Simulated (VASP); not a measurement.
## SrTlB6: single point with PBE

The system is SrTlB6.

```
Sr Tl B
1.0
     3.87655    0.00000    0.00000
     0.00000    3.87655    0.00000
     0.00000    0.00000    7.63227
Sr Tl B
1 1 6
Direct
  0.00000 0.00000 0.50000
  0.00000 0.00000 0.00000
  0.50000 0.50000 0.00000
  0.50000 0.50000 0.50000
  0.50000 0.00000 0.25042
  0.50000 0.00000 0.74958
  0.00000 0.50000 0.25042
  0.00000 0.50000 0.74958
```

| Property | Result |
| --- | --- |
| Program | VASP 6.6.1 |
| Task | single point |
| Functional | PBE |
| Potentials or basis | VASP PAW PBE potentials, release 64 (Sr_sv, Tl_d, B) |
| Cutoff | 520 eV |
| k mesh | 4 × 4 × 2 |
| Occupations | gaussian, width 0.1 eV |
| Spin | no spin polarisation |

The pressure is -4.6 GPa. The largest force is 0.616 eV/Å.

Forces in eV/Å, atoms in the order of the input:
```
Sr   0.000  0.000  0.000
Tl   0.000  0.000  0.000
B    0.000  0.000  0.000
B    0.000  0.000  0.000
B    0.000  0.000 -0.616
B    0.000  0.000  0.616
B    0.000  0.000 -0.616
B    0.000  0.000  0.616
```

Stress tensor (GPa, compression positive):
```
-3.14  0.00  0.00
 0.00 -3.14  0.00
 0.00  0.00 -7.51
```

Levels at points of the mesh, in eV from the Fermi level:
| k point | band 19 | band 20 | band 21 | band 22 | band 23 | band 24 |
| --- | --- | --- | --- | --- | --- | --- |
| (0.00, 0.00, 0.00) | -1.06 | -1.06 | -0.67 | 0.44 | 0.83 | 0.83 |
| (0.50, 0.00, 0.00) | 0.18 | 0.29 | 0.49 | 0.52 | 0.95 | 1.09 |
| (0.50, 0.50, 0.00) | -2.51 | -2.51 | 0.03 | 0.83 | 0.83 | 1.38 |
| (0.00, 0.00, 0.50) | -0.90 | -0.90 | 0.19 | 0.81 | 1.13 | 1.13 |
| (0.50, 0.00, 0.50) | -0.37 | -0.14 | 0.05 | 0.49 | 1.35 | 1.41 |
| (0.50, 0.50, 0.50) | -2.53 | -1.98 | -1.73 | -0.15 | -0.15 | 1.30 |

Run time: 81 s on 1 thread of Intel Xeon 6975P-C (shared host), peak memory 0.24 GiB.

Caveat: the k points lie up to 0.41 Å⁻¹ apart; spin-orbit coupling is left out, which moves the levels of the heavy elements.
